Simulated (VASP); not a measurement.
# TePb in VASP: notebook

Runs on TePb. Level: PBE. Tasks: single point.

All numbers are computed with VASP 6.6.1; they aren't measurements. Logs are shortened: lines on timing, memory, paths and dates and some standing lists are left out, and cuts for length are marked.

## Step 1: The cell of the first run

Symmetry: Fm-3m, No. 225, cubic system. The conventional cell has a = 6.536 Å, b = 6.536 Å, c = 6.536 Å, α = 90.00°, β = 90.00°, γ = 90.00°. Within 4.3 Å of Pb (site symmetry m-3m) lie 6 Te at 3.27 Å. Within 4.3 Å of Te (site symmetry m-3m) lie 6 Pb at 3.27 Å.

## Step 2: Single point, PBE

INCAR

```
ALGO = Normal ; EDIFF = 1E-6
ENCUT = 520 ; GGA = PE
ISIF = 2 ; ISMEAR = 0
LASPH = T ; LCHARG = F
LREAL = F ; LWAVE = F
NBANDS = 17 ; NELM = 60
PREC = Accurate ; SIGMA = 0.01
```

KPOINTS

```
k-points
0
Gamma
  4 4 4
```

POSCAR

```
TePb
1.0
    0.0000000000      3.2678373030      3.2678373030
    3.2678373030      0.0000000000      3.2678373030
    3.2678373030      3.2678373030      0.0000000000
Pb Te
1 1
Direct
    0.0000000000      0.0000000000      0.0000000000
    0.5000000000      0.5000000000      0.5000000000
```

Potentials or basis: VASP PAW PBE potentials, release 64 (Pb_d, Te).

Command:

```console
$ cat potpaw_PBE.64/Pb_d/POTCAR potpaw_PBE.64/Te/POTCAR > POTCAR
$ mpirun -np 1 vasp_std > vasp.out
```

OUTCAR:

```text
EDIFF = 1E-6
   ENCUT = 520
   GGA = PE
   ISIF = 2
   ISMEAR = 0
   LASPH = T
   LREAL = F
   NELM = 60
   PREC = Accurate

 ion  position               nearest neighbor table
   1  0.000  0.000  0.000-   2 3.27   2 3.27   2 3.27   2 3.27   2 3.27   2 3.27
   2  0.500  0.500  0.500-   1 3.27   1 3.27   1 3.27   1 3.27   1 3.27   1 3.27

  LATTYP: Found a face centered cubic cell.
 ALAT       =     6.5356746060

  Lattice vectors:

 A1 = (   0.0000000000,   3.2678373030,   3.2678373030)
 A2 = (   3.2678373030,   0.0000000000,   3.2678373030)
 A3 = (   3.2678373030,   3.2678373030,   0.0000000000)

Analysis of symmetry for initial positions (statically):
=====================================================================
 Subroutine PRICEL returns:
 Original cell was already a primitive cell.

 Routine SETGRP: Setting up the symmetry group for a
 face centered cubic supercell.

 Subroutine GETGRP returns: Found 48 space group operations
 (whereof 48 operations were pure point group operations)
 out of a pool of 48 trial point group operations.

The static configuration has the point symmetry O_h .

Analysis of symmetry for dynamics (positions and initial velocities):
=====================================================================
 Subroutine PRICEL returns:
 Original cell was already a primitive cell.

 Routine SETGRP: Setting up the symmetry group for a
 face centered cubic supercell.

 Subroutine GETGRP returns: Found 48 space group operations
 (whereof 48 operations were pure point group operations)
 out of a pool of 48 trial point group operations.

The dynamic configuration has the point symmetry O_h .

 Subroutine INISYM returns: Found 48 space group operations
 (whereof 48 operations are pure point group operations),
 and found     1 'primitive' translations

----------------------------------------------------------------------------------------

                                     Primitive cell

  volume of cell :      69.7929

  direct lattice vectors                    reciprocal lattice vectors
     0.000000000  3.267837303  3.267837303    -0.153006393  0.153006393  0.153006393
     3.267837303  0.000000000  3.267837303     0.153006393 -0.153006393  0.153006393
     3.267837303  3.267837303  0.000000000     0.153006393  0.153006393 -0.153006393

  length of vectors
     4.621419834  4.621419834  4.621419834     0.265014847  0.265014847  0.265014847

  position of ions in fractional coordinates (direct lattice)
     0.000000000  0.000000000  0.000000000
     0.500000000  0.500000000  0.500000000

  ion indices of the primitive-cell ions
   primitive index   ion index
                 1           1
                 2           2

----------------------------------------------------------------------------------------

 KPOINTS: k-points

Automatic generation of k-mesh.
 Grid dimensions read from file:
 generate k-points for:    4    4    4

 Generating k-lattice:

  Cartesian coordinates                     Fractional coordinates (reciprocal lattice)
    -0.038251598  0.038251598  0.038251598     0.250000000  0.000000000  0.000000000
     0.038251598 -0.038251598  0.038251598     0.000000000  0.250000000  0.000000000
     0.038251598  0.038251598 -0.038251598     0.000000000  0.000000000  0.250000000

  Length of vectors
     0.066253712  0.066253712  0.066253712

  Shift w.r.t. Gamma in fractional coordinates (k-lattice)
     0.000000000  0.000000000  0.000000000

 Subroutine IBZKPT returns following result:
 ===========================================

 Found      8 irreducible k-points:

 Following reciprocal coordinates:
            Coordinates               Weight
  0.000000  0.000000  0.000000      1.000000
  0.250000  0.000000  0.000000      8.000000
  0.500000  0.000000  0.000000      4.000000
  0.250000  0.250000  0.000000      6.000000
  0.500000  0.250000  0.000000     24.000000
 -0.250000  0.250000  0.000000     12.000000
  0.500000  0.500000  0.000000      3.000000
 -0.250000  0.500000  0.250000      6.000000
   k-points           NKPTS =      8   k-points in BZ     NKDIM =      8   number of bands    NBANDS=     17
   number of dos      NEDOS =    301   number of ions     NIONS =      2
   total plane-waves  NPLWV =  46656
   dimension x,y,z NGX =    36 NGY =   36 NGZ =   36
   dimension x,y,z NGXF=    72 NGYF=   72 NGZF=   72
   ions per type =               1   1
   NGX,Y,Z   is equivalent  to a cutoff of  12.95, 12.95, 12.95 a.u.
   NGXF,Y,Z  is equivalent  to a cutoff of  25.90, 25.90, 25.90 a.u.
 SYSTEM =  unknown system
   PREC   = accura    normal or accurate (medium, high low for compatibility)
   ISTART =      0    job   : 0-new  1-cont  2-samecut
   ICHARG =      2    charge: 1-file 2-atom 10-const
   ISPIN  =      1    spin polarized calculation?
   LNONCOLLINEAR =      F non collinear calculations
   LSORBIT =      F    spin-orbit coupling
   LASPH  =      T    aspherical Exc in radial PAW
   ENCUT  =  520.0 eV  38.22 Ry    6.18 a.u.   8.59  8.59  8.59*2*pi/ulx,y,z
   NELM   =     60;   NELMIN=  2; NELMDL= -5     # of ELM steps
   EDIFF  = 0.1E-05   stopping-criterion for ELM
   LREAL  =      F    real-space projection
   EDIFFG = 0.1E-04   stopping-criterion for IOM
   NSW    =      0    number of steps for IOM
   IBRION =     -1    ionic relax: 0-MD 1-quasi-New 2-CG
   NFREE  =      0    steps in history (QN), initial steepest desc. (CG)
   ISIF   =      2    stress and relaxation
   ISYM   =      2    0-nonsym 1-usesym 2-fastsym
   POTIM  = 0.5000    time-step for ionic-motion
   TEBEG  =    0.0;   TEEND  =   0.0 temperature during run
   PSTRESS=    0.0 pullay stress
   NELECT =      20.0000    total number of electrons
   NUPDOWN=      -1.0000    fix difference up-down
   EMIN   =  10.00;   EMAX   =-10.00  energy-range for DOS
   EFERMI =   0.00;   METHOD = LEGACY
   ISMEAR =     0;   SIGMA  =   0.01  broadening in eV -4-tet -1-fermi 0-gaus
   EFERMI_NEDOS =   21; number of points for ismear=-14 and -15
   IALGO  =     38    algorithm
   IMIX   =      4    mixing-type and parameters
     AMIX     =   0.40;   BMIX     =  1.00
     AMIX_MAG =   1.60;   BMIX_MAG =  1.00
  volume/ion in A,a.u.               =      34.90       235.49
  Fermi-wavevector in a.u.,A,eV,Ry     =   1.079314  2.039607 15.849676  1.164918
  Thomas-Fermi vector in A             =   2.215276
   LORBIT       =      0    0 simple, 1 ext, 2 COOP (PROOUT), +10 PAW based schemes
   GGA     = PE    functional components
   LHFCALC =     F    Hartree Fock is set to
   AEXX    =    0.0000 exact exchange contribution
   IVDW    =     0    specifies the selected vdW correction
   LEPSILON=     F    determine dielectric tensor
   LRPA    =     F    only Hartree local field effects (RPA)
 non-spin polarized calculation
 Gauss-broadening in eV      SIGMA  =   0.01
  energy-cutoff  :      520.00
  volume of cell :       69.79
 maximum number of plane-waves:      1893
 NGX is ok and might be reduce to    36
   NGX = 17   NGY = 17   NGZ = 17

 number of electron      20.0000002 magnetization

 Free energy of the ion-electron system (eV)
  ---------------------------------------------------
  ext. energy  EPLUGINS =         0.00000000
  ---------------------------------------------------
  free energy    TOTEN  =        -7.51353192 eV

  energy without entropy =       -7.51353192  energy(sigma->0) =       -7.51353192

 E-fermi :   5.2852     XC(G=0):  -9.1513

 val. band max:        5.1837047458   @ k =   0.5000   0.0000   0.0000
 cond. band min:       5.9868480785   @ k =   0.5000   0.0000   0.0000
 fundamental gap:      0.8031433326
 Fermi energy:         5.2852039223

 k-point     1 :       0.0000    0.0000    0.0000
  band No.  band energies     occupation
      1     -11.4846      2.00000
      2     -11.4846      2.00000
      3     -11.4777      2.00000
      4     -11.4777      2.00000
      5     -11.4777      2.00000
      6      -6.5523      2.00000
[... 9 lines left out ...]
     16      11.0641      0.00000
     17      12.6569      0.00000

 k-point     2 :       0.2500    0.0000    0.0000
  band No.  band energies     occupation
      1     -11.4906      2.00000
      2     -11.4906      2.00000
      3     -11.4764      2.00000
      4     -11.4704      2.00000
      5     -11.4704      2.00000
      6      -6.0590      2.00000
[... 9 lines left out ...]
     16      12.1281      0.00000
     17      15.3360      0.00000

 k-point     3 :       0.5000    0.0000    0.0000
  band No.  band energies     occupation
      1     -11.4972      2.00000
      2     -11.4972      2.00000
      3     -11.4753      2.00000
      4     -11.4625      2.00000
      5     -11.4625      2.00000
      6      -5.2046      2.00000
[... 9 lines left out ...]
     16      14.4426      0.00000
     17      14.4426      0.00000

 k-point     4 :       0.2500    0.2500    0.0000
  band No.  band energies     occupation
      1     -11.5059      2.00000
      2     -11.4818      2.00000
      3     -11.4798      2.00000
      4     -11.4668      2.00000
      5     -11.4668      2.00000
      6      -5.9072      2.00000
[... 9 lines left out ...]
     16      13.6161      0.00000
     17      13.6210      0.00000

 k-point     5 :       0.5000    0.2500    0.0000
  band No.  band energies     occupation
      1     -11.5155      2.00000
      2     -11.4854      2.00000
      3     -11.4776      2.00000
      4     -11.4632      2.00000
      5     -11.4596      2.00000
      6      -5.1193      2.00000
[... 9 lines left out ...]
     16      14.8563      0.00000
     17      15.5958      0.00000

 k-point     6 :      -0.2500    0.2500    0.0000
  band No.  band energies     occupation
      1     -11.5006      2.00000
      2     -11.4934      2.00000
      3     -11.4718      2.00000
      4     -11.4669      2.00000
      5     -11.4660      2.00000
      6      -5.3737      2.00000
[... 9 lines left out ...]
     16      13.7489      0.00000
     17      14.5319      0.00000

 k-point     7 :       0.5000    0.5000    0.0000
  band No.  band energies     occupation
      1     -11.5360      2.00000
      2     -11.4861      2.00000
      3     -11.4749      2.00000
      4     -11.4552      2.00000
      5     -11.4552      2.00000
      6      -4.9897      2.00000
[... 9 lines left out ...]
     16      15.9074      0.00000
     17      16.1646      0.00000

 k-point     8 :      -0.2500    0.5000    0.2500
  band No.  band energies     occupation
      1     -11.5208      2.00000
      2     -11.4857      2.00000
      3     -11.4711      2.00000
      4     -11.4711      2.00000
      5     -11.4552      2.00000
      6      -4.8420      2.00000
[... 9 lines left out ...]
     16      16.0912      0.00000
     17      16.1541      0.00000

------------------------ aborting loop because EDIFF is reached ----------------------------------------

  FORCE on cell =-STRESS in cart. coord.  units (eV):
  Direction    XX          YY          ZZ          XY          YZ          ZX
  --------------------------------------------------------------------------------------
  -------------------------------------------------------------------------------------
  Total        0.2431744      0.2431744      0.2431744      0.0000000      0.0000000     -0.0000000
  in kB        5.5823505      5.5823505      5.5823505      0.0000000      0.0000000     -0.0000000
  external PRESSURE =       5.5823505 kB  Pullay stress =       0.0000000 kB

 VOLUME and BASIS-vectors are now :
 -----------------------------------------------------------------------------
  energy-cutoff  :      520.00
  volume of cell :       69.79
      direct lattice vectors                 reciprocal lattice vectors
     0.000000000  3.267837303  3.267837303    -0.153006393  0.153006393  0.153006393
     3.267837303  0.000000000  3.267837303     0.153006393 -0.153006393  0.153006393
     3.267837303  3.267837303  0.000000000     0.153006393  0.153006393 -0.153006393

 POSITION                                       TOTAL-FORCE (eV/Angst)
 -----------------------------------------------------------------------------------
      0.00000      0.00000      0.00000         0.000000      0.000000      0.000000
      3.26784      3.26784      3.26784        -0.000000      0.000000     -0.000000
 -----------------------------------------------------------------------------------
    total drift:                               -0.000000      0.000000      0.000000

  FREE ENERGIE OF THE ION-ELECTRON SYSTEM (eV)
  ---------------------------------------------------
  free  energy   TOTEN  =        -7.5135319183 eV

  energy  without entropy=       -7.5135319183  energy(sigma->0) =       -7.51353192
```

It took 5.3 s on 1 thread of Intel Xeon 6975P-C (Granite Rapids), shared host; peak memory 0.2 GiB.

What came out:

```yaml
Free_energy: -7.5135 eV
Pressure: 0.6 GPa
Band_gap_on_the_k_mesh: 0.80 eV, direct
```

Caveat: spin-orbit coupling is left out, which moves the levels of the heavy elements. A k mesh can miss the band edges.

## Step 3: Single point, PBE (strain +1.5%)

INCAR

```
SYSTEM = TePb
ALGO = Normal
EDIFF = 1E-7
ENCUT = 520
GGA = PE
ISIF = 2
ISMEAR = 0
LASPH = .TRUE.
LCHARG = .TRUE.
LELF = .TRUE.
LREAL = .FALSE.
LVHAR = .TRUE.
LWAVE = .FALSE.
NBANDS = 17
NELM = 100
PREC = Accurate
SIGMA = 0.01
```

KPOINTS

```
k-points
0
G
  4 4 4
  0 0 0
```

POSCAR

```
TePb
1.0
    0.0000000000      3.3168548626      3.3168548626
    3.3168548626      0.0000000000      3.3168548626
    3.3168548626      3.3168548626      0.0000000000
Pb Te
1 1
Direct
    0.0000000000      0.0000000000      0.0000000000
    0.5000000000      0.5000000000      0.5000000000
```

Potentials or basis: VASP PAW PBE potentials, release 64 (Pb_d, Te).

Command:

```console
$ cat potpaw_PBE.64/Pb_d/POTCAR potpaw_PBE.64/Te/POTCAR > POTCAR
$ mpirun -np 1 vasp_std > vasp.out
```

Wall time 6.9 s (1 thread of Intel Xeon 6975P-C (Granite Rapids), shared host); peak memory 0.2 GiB.

Results (log left out):

| Item | Value |
| --- | --- |
| Free energy | -7.5084 eV |
| Pressure | -1.1 GPa |
| Band gap on the k mesh | 0.88 eV, direct |

Levels at points of the mesh, in eV from the valence-band top:
```csv
k point,band 6,band 7,band 8,band 9,band 10,band 11,band 12,band 13,band 14,band 15
"(0.00, 0.00, 0.00)",-11.39,-5.78,-1.05,-1.05,-1.05,3.99,3.99,3.99,5.98,5.98
"(0.50, 0.00, 0.00)",-10.15,-8.20,-0.64,-0.64,0.00,0.88,1.46,1.46,8.30,9.07
"(0.50, 0.50, 0.00)",-9.97,-7.18,-3.89,-2.35,-2.35,3.63,5.20,5.20,6.27,9.94
```

Caveat: the cell differs from its parent crystal (strain +1.5%); spin-orbit coupling is left out, which moves the levels of the heavy elements.

## Step 4: Single point, PBE (epitaxial 111 strain -1.0%)

INCAR, as its differences from that of step 3:

```diff
@@ -2,3 +2,3 @@
 ALGO = Normal
-EDIFF = 1E-7
+EDIFF = 1E-6
 ENCUT = 520
@@ -14,3 +14,3 @@
 NBANDS = 17
-NELM = 100
+NELM = 80
 PREC = Accurate
```

KPOINTS is that of step 3.

POSCAR

```
TePb
1.0
    0.0439304361      3.2790893661      3.2790893661
    3.2790893661      0.0439304361      3.2790893661
    3.2790893661      3.2790893661      0.0439304361
Pb Te
1 1
Direct
    0.0000000000      0.0000000000      0.0000000000
    0.5000000000      0.5000000000      0.5000000000
```

Command:

```console
$ cat potpaw_PBE.64/Pb_d/POTCAR potpaw_PBE.64/Te/POTCAR > POTCAR
$ mpirun -np 1 vasp_std > vasp.out
```

Wall time 8.4 s (1 thread of Intel Xeon 6975P-C (Granite Rapids), shared host); peak memory 0.2 GiB.

It converged, with:

* Free energy: -7.5081 eV
* Pressure: 1.0 GPa
* Band gap on the k mesh: 0.66 eV, indirect (least direct gap 0.77 eV)

Stress tensor (GPa, compression positive):
```
 0.98 -0.21 -0.21
-0.21  0.98 -0.21
-0.21 -0.21  0.98
```

Levels at points of the mesh, in eV from the valence-band top:
| k point | band 8 | band 9 | band 10 | band 11 | band 12 | band 13 |
| --- | --- | --- | --- | --- | --- | --- |
| (0.00, 0.00, 0.00) | -1.45 | -1.28 | -1.28 | 3.95 | 3.95 | 4.01 |
| (0.50, 0.00, 0.00) | -0.94 | -0.88 | -0.11 | 0.66 | 1.19 | 1.26 |
| (0.50, 0.50, 0.00) | -4.39 | -2.80 | -2.68 | 3.31 | 5.28 | 5.32 |
| (0.50, 0.50, 0.50) | -0.83 | -0.83 | 0.00 | 0.80 | 1.34 | 1.34 |

Caveat: the cell differs from its parent crystal (epitaxial 111 strain -1.0%); spin-orbit coupling is left out, which moves the levels of the heavy elements. A k mesh can miss the band edges.

[end of part 1 of 2]
